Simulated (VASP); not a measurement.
# Ta (Im-3m) in VASP: single point with PBE

Aim: the single point of Ta with PBE.

Program: VASP 6.6.1. These are calculated values, not measurements. Logs are shortened: lines on timing, memory, paths and dates and some standing lists are left out, and cuts for length are marked.

### Step 1. The cell of the first run

Symmetry: Im-3m, No. 229, cubic system. The conventional cell has a = 3.306 Å, b = 3.306 Å, c = 3.306 Å, α = 90.00°, β = 90.00°, γ = 90.00°. Within 3.8 Å of Ta (site symmetry m-3m) lie 14 Ta at 2.86 to 3.31 Å.

### Step 2. Single point, PBE

INCAR reads:

```
ALGO = Normal
EDIFF = 1E-6
ENCUT = 520
GGA = PE
ISIF = 2
ISMEAR = 0
LASPH = T
LCHARG = F
LREAL = F
LWAVE = F
NBANDS = 12
NELM = 80
PREC = Accurate
SIGMA = 0.05
```

KPOINTS reads:

```
k-points
0
Gamma
  8 8 8
```

POSCAR reads:

```
Ta
1.0
   -1.6527903846      1.6527903846      1.6527903846
    1.6527903846     -1.6527903846      1.6527903846
    1.6527903846      1.6527903846     -1.6527903846
Ta
1
Direct
    0.0000000000      0.0000000000      0.0000000000
```

Potentials or basis: VASP PAW PBE potentials, release 64 (Ta_pv).

On the command line:

```console
$ cat potpaw_PBE.64/Ta_pv/POTCAR > POTCAR
$ mpirun -np 1 vasp_std > vasp.out
```

OUTCAR:

```text
EDIFF = 1E-6
   ENCUT = 520
   GGA = PE
   ISIF = 2
   ISMEAR = 0
   LASPH = T
   LREAL = F
   NELM = 80
   PREC = Accurate

 ion  position               nearest neighbor table
   1  0.000  0.000  0.000-

  LATTYP: Found a body centered cubic cell.
 ALAT       =     3.3055807692

  Lattice vectors:

 A1 = (  -1.6527903846,   1.6527903846,   1.6527903846)
 A2 = (   1.6527903846,  -1.6527903846,   1.6527903846)
 A3 = (   1.6527903846,   1.6527903846,  -1.6527903846)

Analysis of symmetry for initial positions (statically):
=====================================================================
 Subroutine PRICEL returns:
 Original cell was already a primitive cell.

 Routine SETGRP: Setting up the symmetry group for a
 body centered cubic supercell.

 Subroutine GETGRP returns: Found 48 space group operations
 (whereof 48 operations were pure point group operations)
 out of a pool of 48 trial point group operations.

The static configuration has the point symmetry O_h .

Analysis of symmetry for dynamics (positions and initial velocities):
=====================================================================
 Subroutine PRICEL returns:
 Original cell was already a primitive cell.

 Routine SETGRP: Setting up the symmetry group for a
 body centered cubic supercell.

 Subroutine GETGRP returns: Found 48 space group operations
 (whereof 48 operations were pure point group operations)
 out of a pool of 48 trial point group operations.

The dynamic configuration has the point symmetry O_h .

 Subroutine INISYM returns: Found 48 space group operations
 (whereof 48 operations are pure point group operations),
 and found     1 'primitive' translations

----------------------------------------------------------------------------------------

                                     Primitive cell

  volume of cell :      18.0598

  direct lattice vectors                    reciprocal lattice vectors
    -1.652790385  1.652790385  1.652790385     0.000000000  0.302518701  0.302518701
     1.652790385 -1.652790385  1.652790385     0.302518701  0.000000000  0.302518701
     1.652790385  1.652790385 -1.652790385     0.302518701  0.302518701  0.000000000

  length of vectors
     2.862716920  2.862716920  2.862716920     0.427826050  0.427826050  0.427826050

  position of ions in fractional coordinates (direct lattice)
     0.000000000  0.000000000  0.000000000

  ion indices of the primitive-cell ions
   primitive index   ion index
[... 69 lines left out ...]
   LSORBIT =      F    spin-orbit coupling
   LASPH  =      T    aspherical Exc in radial PAW
   ENCUT  =  520.0 eV  38.22 Ry    6.18 a.u.   5.32  5.32  5.32*2*pi/ulx,y,z
   NELM   =     80;   NELMIN=  2; NELMDL= -5     # of ELM steps
   EDIFF  = 0.1E-05   stopping-criterion for ELM
   LREAL  =      F    real-space projection
[... 7 lines left out ...]
   TEBEG  =    0.0;   TEEND  =   0.0 temperature during run
   PSTRESS=    0.0 pullay stress
   NELECT =      11.0000    total number of electrons
   NUPDOWN=      -1.0000    fix difference up-down
   EMIN   =  10.00;   EMAX   =-10.00  energy-range for DOS
   EFERMI =   0.00;   METHOD = LEGACY
   ISMEAR =     0;   SIGMA  =   0.05  broadening in eV -4-tet -1-fermi 0-gaus
   EFERMI_NEDOS =   21; number of points for ismear=-14 and -15
   IALGO  =     38    algorithm
   IMIX   =      4    mixing-type and parameters
     AMIX     =   0.40;   BMIX     =  1.00
     AMIX_MAG =   1.60;   BMIX_MAG =  1.00
  volume/ion in A,a.u.               =      18.06       121.87
  Fermi-wavevector in a.u.,A,eV,Ry     =   1.387718  2.622407 26.201580  1.925762
  Thomas-Fermi vector in A             =   2.511913
   LORBIT       =      0    0 simple, 1 ext, 2 COOP (PROOUT), +10 PAW based schemes
   GGA     = PE    functional components
   LHFCALC =     F    Hartree Fock is set to
   AEXX    =    0.0000 exact exchange contribution
   IVDW    =     0    specifies the selected vdW correction
   LEPSILON=     F    determine dielectric tensor
   LRPA    =     F    only Hartree local field effects (RPA)
 non-spin polarized calculation
 Gauss-broadening in eV      SIGMA  =   0.05
  energy-cutoff  :      520.00
  volume of cell :       18.06
 maximum number of plane-waves:       496
 NGX is ok and might be reduce to    24
   NGX = 11   NGY = 11   NGZ = 11

 number of electron      11.0000002 magnetization

 Free energy of the ion-electron system (eV)
  ---------------------------------------------------
  ext. energy  EPLUGINS =         0.00000000
  ---------------------------------------------------
  free energy    TOTEN  =       -11.83496180 eV

  energy without entropy =      -11.83396980  energy(sigma->0) =      -11.83446580

 E-fermi :   5.5051     XC(G=0): -12.5988

 val. band max:        5.3884636394   @ k =   0.2500   0.0000   0.0000
 cond. band min:       5.5346009393   @ k =  -0.2500   0.2500   0.1250
 fundamental gap:      0.1461372999
 Fermi energy:         5.5051092669

 k-point     1 :       0.0000    0.0000    0.0000
  band No.  band energies     occupation
      1     -27.5862      2.00000
      2     -27.5862      2.00000
      3     -27.5862      2.00000
      4      -2.4424      2.00000
      5       6.2157      0.00000
      6       6.2157      0.00000
      7       6.2157      0.00000
      8       9.4769      0.00000
      9       9.4769      0.00000
     10      20.1967      0.00000
     11      20.4597      0.00000
     12      20.4597      0.00000
[... 331 lines left out ...]
 k-point    24 :      -0.3750    0.3750    0.2500
  band No.  band energies     occupation
      1     -28.4568      2.00000
      2     -28.1277      2.00000
      3     -28.0208      2.00000
      4       2.6477      2.00000
      5       3.5012      2.00000
      6       6.7450      0.00000
      7       7.4283      0.00000
      8      10.8963      0.00000
      9      10.9865      0.00000
     10      19.4291      0.00000
     11      20.2102      0.00000
     12      21.7288      0.00000

 [... further k-points ...]
[... 5 lines left out ...]
  --------------------------------------------------------------------------------------
  -------------------------------------------------------------------------------------
  Total        0.0541599      0.0541599      0.0541599      0.0000000     -0.0000000      0.0000000
  in kB        4.8047939      4.8047939      4.8047939      0.0000000     -0.0000000      0.0000000
  external PRESSURE =       4.8047939 kB  Pullay stress =       0.0000000 kB

 VOLUME and BASIS-vectors are now :
 -----------------------------------------------------------------------------
  energy-cutoff  :      520.00
  volume of cell :       18.06
      direct lattice vectors                 reciprocal lattice vectors
    -1.652790385  1.652790385  1.652790385     0.000000000  0.302518701  0.302518701
     1.652790385 -1.652790385  1.652790385     0.302518701  0.000000000  0.302518701
     1.652790385  1.652790385 -1.652790385     0.302518701  0.302518701  0.000000000

 POSITION                                       TOTAL-FORCE (eV/Angst)
 -----------------------------------------------------------------------------------
      0.00000      0.00000      0.00000        -0.000000      0.000000      0.000000
 -----------------------------------------------------------------------------------
    total drift:                               -0.000000     -0.000000      0.000000

  FREE ENERGIE OF THE ION-ELECTRON SYSTEM (eV)
  ---------------------------------------------------
  free  energy   TOTEN  =       -11.8349618033 eV

  energy  without entropy=      -11.8339697972  energy(sigma->0) =      -11.83446580
```

stdout:

```text
POSCAR found type information on POSCAR Ta
 POSCAR found :  1 types and       1 ions
 scaLAPACK will be used
 LDA part: xc-table for (Slater+PW92), standard interpolation
 POSCAR, INCAR and KPOINTS ok, starting setup
 FFT: planning ... GRIDC
 FFT: planning ... GRID_SOFT
 FFT: planning ... GRID
 WAVECAR not read
 entering main loop
```

Wall time 4.7 s (1 thread of AMD EPYC 7R13 (Zen 3), shared host); peak memory 0.11 GiB.

What came out:

```
Free energy : -11.8350 eV
Pressure    : 0.5 GPa
```

Caveat: spin-orbit coupling is left out, which moves the levels of the heavy elements.
